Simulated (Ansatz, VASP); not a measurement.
# One calculation of Te2Mo, two programs

```
Mo Te
1.0
     0.00000    3.31483    3.31483
     3.31483    0.00000    3.31483
     3.31483    3.31483    0.00000
Mo Te
1 2
Cartesian
  0.0000 0.0000 0.0000
  1.6574 1.6574 1.6574
  4.9722 4.9722 4.9722
```

Alike in both runs: task single point; functional PBE-based screened hybrid; k mesh 4 × 4 × 4; occupations fermi-dirac, width 0.02 eV; no spin polarisation.

|  | VASP | Ansatz |
| --- | --- | --- |
| version | VASP 6.6.1 | Ansatz 0.2.0 |
| potentials or method | VASP PAW PBE potentials, release 64 (Mo_sv, Te) | plane waves |
| plane-wave cutoff (eV) | 400 | 420 |
| valence electrons in the cell | 26 | 46 |

|  | VASP | Ansatz | Ansatz less VASP |
| --- | --- | --- | --- |
| pressure (GPa) | -6.3 | -5.6 | +0.70 |

VASP's potentials were made for PBE, not for PBE-based screened hybrid. VASP's potentials hold 26 valence electrons a cell and Ansatz's 46, so a difference there can come from the potentials and not from the codes. Ansatz's warnings: filled band counts differ across k points, stress exchange threshold loose, stress scf threshold loose.

The k mesh is coarse, so the values compare programs but aren't converged. Neither program's run includes spin-orbit coupling.
